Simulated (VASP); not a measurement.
Wanted: the native input for a VASP 6.6.1 run.

| Quantity | Value |
| --- | --- |
| Task | relaxation of cell and atoms |
| Functional | PBEsol |
| Potentials or basis | VASP PAW PBE potentials, release 64 (Hf_pv, B) |
| Cutoff | 600 eV |
| k mesh | 10 × 10 × 10 |
| Occupations | fermi-dirac, width 0.05 eV |
| Spin | no spin polarisation |
| Target pressure | 2 GPa |
| Dipole correction | no |
| Further INCAR settings | ALGO = Normal; EDIFF = 1e-07; IBRION = 2; EDIFFG = -0.01; NSW = 60; ISIF = 3 |

The structure of HfB lies in POSCAR:

```
HfB
1.0
    0.0000000000      2.3100000000      2.3100000000
    2.3100000000      0.0000000000      2.3100000000
    2.3100000000      2.3100000000      0.0000000000
Hf B
1 1
Direct
    0.5000000000      0.5000000000      0.5000000000
    0.0000000000      0.0000000000      0.0000000000
```

One way to write it, as run:

INCAR

```
SYSTEM = HfB
  ALGO = Normal
  EDIFF = 1E-7
  EDIFFG = -0.01
  ENCUT = 600
  GGA = PS
  IBRION = 2
  ISIF = 3
  ISMEAR = -1
  LASPH = .TRUE.
  LCHARG = .FALSE.
  LREAL = .FALSE.
  LWAVE = .FALSE.
  NELM = 100
  NSW = 60
  PREC = Accurate
  PSTRESS = 20.0
  SIGMA = 0.05
```

KPOINTS

```
k-points
0
G
  10 10 10
  0 0 0
```

Potentials or basis: VASP PAW PBE potentials, release 64 (Hf_pv, B).

Command:

```bash
$ cat potpaw_PBE.64/Hf_pv/POTCAR potpaw_PBE.64/B/POTCAR > POTCAR
$ mpirun -np 1 vasp_std > vasp.out
```

Results of the run:

The relaxed volume is 13.60 Å³/atom and the relaxed cell is a = 3.376 Å, b = 3.376 Å, c = 3.376 Å, α = 60.00°, β = 60.00°, γ = 60.00°. The space group after relaxing (to 0.05 Å) is Fm-3m (No. 225), the energy change on relaxing (the enthalpy is what falls) is -97.7 meV/atom and the ionic steps are 4. The pressure after relaxing is 1.9 GPa.

Caveat: the cell is relaxed towards a set pressure, so the enthalpy falls and the energy may rise; the PAW data sets were made with another functional, which shifts forces and pressure a little.

It took 48 s on 1 thread of Intel(R) Xeon(R) Platinum 8259CL CPU @ 2.50GHz (Skylake/Cascade Lake) (shared host), peak memory 0.17 GiB.
